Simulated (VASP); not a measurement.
# Ta3SiC2 (P6/mmm) in VASP: notebook, part 2 of 2

VASP 6.6.1.

### 3 Single point, PBE

INCAR

```
SYSTEM = Ta3SiC2
  PREC = Accurate
  ENCUT = 600
  EDIFF = 1E-6
  ISMEAR = 0
  SIGMA = 0.1
  LREAL = .FALSE.
  LASPH = .TRUE.
  NELM = 120
  ALGO = Normal
  ISIF = 2
  LWAVE = .FALSE.
  LCHARG = .TRUE.
  GGA = PE
  LELF = .TRUE.
  LVHAR = .TRUE.
  NBANDS = 34
  GGA_COMPAT = .FALSE.
```

KPOINTS

```
regular mesh
0
G
  6 6 4
  0 0 0
```

POSCAR

```
Ta3SiC2
1.0
    4.0819174900      0.0000000000      0.0000000000
   -2.0409587400      3.5350442400      0.0000000000
    0.0000000000      0.0000000000      6.5147891600
Ta Si C
3 1 2
Direct
    0.0000000000      0.0000000000      0.5000000000
    0.0000000000      0.0000000000      0.2316552200
    0.0000000000      0.0000000000      0.7683447800
    0.0000000000      0.0000000000      0.0000000000
    0.3333333300      0.6666666700      0.0000000000
    0.6666666700      0.3333333300      0.0000000000
```

Potentials or basis: VASP PAW PBE potentials, release 64 (Ta_sv_GW, Si, C).

Launch:

```bash
cat potpaw_PBE.64/Ta_sv_GW/POTCAR potpaw_PBE.64/Si/POTCAR potpaw_PBE.64/C/POTCAR > POTCAR
mpirun -np 1 vasp_std > vasp.out
```

OUTCAR:

```text
SYSTEM = Ta3SiC2
   PREC = Accurate
   ENCUT = 600
   EDIFF = 1E-6
   ISMEAR = 0
   LREAL = .FALSE.
   LASPH = .TRUE.
   NELM = 120
   ISIF = 2
   GGA = PE

 ion  position               nearest neighbor table
   1  0.000  0.000  0.500-   2 1.75   3 1.75
   2  0.000  0.000  0.232-   4 1.51   1 1.75   3 3.02
   3  0.000  0.000  0.768-   4 1.51   1 1.75   2 3.02
   4  0.000  0.000  0.000-   2 1.51   3 1.51   5 2.36   6 2.36   5 2.36   6 2.36   6 2.36   5 2.36

   5  0.333  0.667  0.000-   4 2.36   4 2.36   4 2.36
   6  0.667  0.333  0.000-   4 2.36   4 2.36   4 2.36

 -----------------------------------------------------------------------------
|                                                                             |
|           W    W    AA    RRRRR   N    N  II  N    N   GGGG   !!!           |
|           W    W   A  A   R    R  NN   N  II  NN   N  G    G  !!!           |
|           W    W  A    A  R    R  N N  N  II  N N  N  G       !!!           |
|           W WW W  AAAAAA  RRRRR   N  N N  II  N  N N  G  GGG   !            |
|           WW  WW  A    A  R   R   N   NN  II  N   NN  G    G                |
|           W    W  A    A  R    R  N    N  II  N    N   GGGG   !!!           |
|                                                                             |
|     The distance between some ions is very small. Please check the          |
|     nearest-neighbor list in the OUTCAR file.                               |
|     I HOPE YOU KNOW WHAT YOU ARE DOING!                                     |
|                                                                             |
 -----------------------------------------------------------------------------

  LATTYP: Found a hexagonal cell.
 ALAT       =     4.0819174900
 C/A-ratio  =     1.5960119664

  Lattice vectors:

 A1 = (   4.0819174900,   0.0000000000,   0.0000000000)
 A2 = (  -2.0409587400,   3.5350442400,   0.0000000000)
 A3 = (   0.0000000000,   0.0000000000,   6.5147891600)

Analysis of symmetry for initial positions (statically):
=====================================================================
 Subroutine PRICEL returns:
 Original cell was already a primitive cell.

 Routine SETGRP: Setting up the symmetry group for a
 hexagonal supercell.
[... 151 lines left out ...]
   IVDW    =     0    specifies the selected vdW correction
   LEPSILON=     F    determine dielectric tensor
   LRPA    =     F    only Hartree local field effects (RPA)
 non-spin polarized calculation
 Gauss-broadening in eV      SIGMA  =   0.10
  energy-cutoff  :      600.00
  volume of cell :       94.01
 maximum number of plane-waves:      3176
 NGX is ok and might be reduce to    36
   NGX = 17   NGY = 17   NGZ = 27

 number of electron      50.9999993 magnetization

 Free energy of the ion-electron system (eV)
  ---------------------------------------------------
  ext. energy  EPLUGINS =         0.00000000
  ---------------------------------------------------
  free energy    TOTEN  =         1.09644097 eV

  energy without entropy =        1.11423263  energy(sigma->0) =        1.10533680

 E-fermi :   7.8215     XC(G=0): -11.2138

 val. band max:        7.7962082777   @ k =   0.5000   0.0000   0.5000
 cond. band min:       7.8378642385   @ k =   0.5000   0.0000   0.0000
 fundamental gap:      0.0416559607
 Fermi energy:         7.8214945484

 k-point     1 :       0.0000    0.0000    0.0000
  band No.  band energies     occupation
      1     -62.6898      2.00000
      2     -60.9432      2.00000
      3     -58.6586      2.00000
      4     -35.3159      2.00000
      5     -30.2860      2.00000
      6     -28.0305      2.00000
[... 766 lines left out ...]
     33      11.0549      0.00000
     34      11.1767      0.00000

------------------------ aborting loop because EDIFF is reached ----------------------------------------

  FORCE on cell =-STRESS in cart. coord.  units (eV):
  Direction    XX          YY          ZZ          XY          YZ          ZX
  --------------------------------------------------------------------------------------
  -------------------------------------------------------------------------------------
  Total      -11.6501177    -11.6501176    320.2388721     -0.0000000      0.0000000      0.0000000
  in kB     -198.5552860   -198.5552858   5457.8951685     -0.0000003      0.0000000      0.0000000
  external PRESSURE =    1686.9281989 kB  Pullay stress =       0.0000000 kB

 VOLUME and BASIS-vectors are now :
 -----------------------------------------------------------------------------
  energy-cutoff  :      600.00
  volume of cell :       94.01
      direct lattice vectors                 reciprocal lattice vectors
     4.081917490  0.000000000  0.000000000     0.244982904  0.141440945  0.000000000
    -2.040958740  3.535044240  0.000000000     0.000000000  0.282881891  0.000000000
     0.000000000  0.000000000  6.514789160     0.000000000  0.000000000  0.153496909

 POSITION                                       TOTAL-FORCE (eV/Angst)
 -----------------------------------------------------------------------------------
      0.00000      0.00000      3.25739         0.000000      0.000000     -0.000000
      0.00000      0.00000      1.50918         0.000000     -0.000000     11.767543
      0.00000      0.00000      5.00560         0.000000      0.000000    -11.767543
      0.00000      0.00000      0.00000         0.000000      0.000000     -0.000000
     -0.00000      2.35670      0.00000        -0.000000      0.000000     -0.000000
      2.04096      1.17835      0.00000         0.000000      0.000000     -0.000000
 -----------------------------------------------------------------------------------
    total drift:                                0.000000      0.000000     -0.000000

  FREE ENERGIE OF THE ION-ELECTRON SYSTEM (eV)
  ---------------------------------------------------
  free  energy   TOTEN  =         1.0964409699 eV

  energy  without entropy=        1.1142326268  energy(sigma->0) =        1.10533680
```

OSZICAR:

```text
N       E                     dE             d eps       ncg     rms          rms(c)
DAV:   1     0.609945499972E+03    0.60995E+03   -0.32452E+04  1452   0.159E+03
DAV:   2     0.429490822369E+02   -0.56700E+03   -0.55083E+03  1856   0.424E+02
DAV:   3    -0.170458585284E+01   -0.44654E+02   -0.43658E+02  2036   0.110E+02
DAV:   4    -0.289849810461E+01   -0.11939E+01   -0.11883E+01  1896   0.193E+01
[... 10 lines left out ...]
DAV:  15     0.109635506810E+01    0.11923E-03   -0.50130E-04  1906   0.125E-01    0.470E-01
DAV:  16     0.109643301901E+01    0.77951E-04   -0.15250E-04  1852   0.649E-02    0.344E-01
DAV:  17     0.109643970335E+01    0.66843E-05   -0.27629E-05  1966   0.245E-02    0.323E-01
DAV:  18     0.109644121231E+01    0.15090E-05   -0.40562E-06  1424   0.119E-02    0.112E-01
DAV:  19     0.109644096985E+01   -0.24246E-06   -0.97525E-06  1500   0.173E-02
   1 F= 0.10964410E+01 E0= 0.11053368E+01  d E =-.177917E-01
```

stdout:

```text
POSCAR found type information on POSCAR TaSiC
 POSCAR found :  3 types and       6 ions
 scaLAPACK will be used
 LDA part: xc-table for (Slater+PW92), standard interpolation
 -----------------------------------------------------------------------------
|                                                                             |
|           W    W    AA    RRRRR   N    N  II  N    N   GGGG   !!!           |
|           W    W   A  A   R    R  NN   N  II  NN   N  G    G  !!!           |
|           W    W  A    A  R    R  N N  N  II  N N  N  G       !!!           |
|           W WW W  AAAAAA  RRRRR   N  N N  II  N  N N  G  GGG   !            |
|           WW  WW  A    A  R   R   N   NN  II  N   NN  G    G                |
|           W    W  A    A  R    R  N    N  II  N    N   GGGG   !!!           |
|                                                                             |
|     The distance between some ions is very small. Please check the          |
|     nearest-neighbor list in the OUTCAR file.                               |
|     I HOPE YOU KNOW WHAT YOU ARE DOING!                                     |
|                                                                             |
 -----------------------------------------------------------------------------

 POSCAR, INCAR and KPOINTS ok, starting setup
 FFT: planning ... GRIDC
 FFT: planning ... GRID_SOFT
 FFT: planning ... GRID
 WAVECAR not read
 entering main loop
```

Wall time 1.8 min (1 thread of Intel Xeon Platinum 8375C at 2.90GHz (Ice Lake), shared host); peak memory 0.29 GiB.

What came out:

```
Free energy   : 1.0964 eV
Pressure      : 168.7 GPa
Largest force : 11.768 eV/Å
```

Forces on the atoms (eV/Å):
```
Ta    0.000   0.000   0.000
Ta    0.000   0.000  11.768
Ta    0.000   0.000 -11.768
Si    0.000   0.000   0.000
C     0.000   0.000   0.000
C     0.000   0.000   0.000
```

Stress tensor (GPa, compression positive):
```
-19.86   0.00   0.00
  0.00 -19.86   0.00
  0.00   0.00 545.79
```

Caveat: spin-orbit coupling is left out, which moves the levels of the heavy elements; forces of over 1 eV/Å act on the atoms, so gaps and moduli don't describe the material at rest.
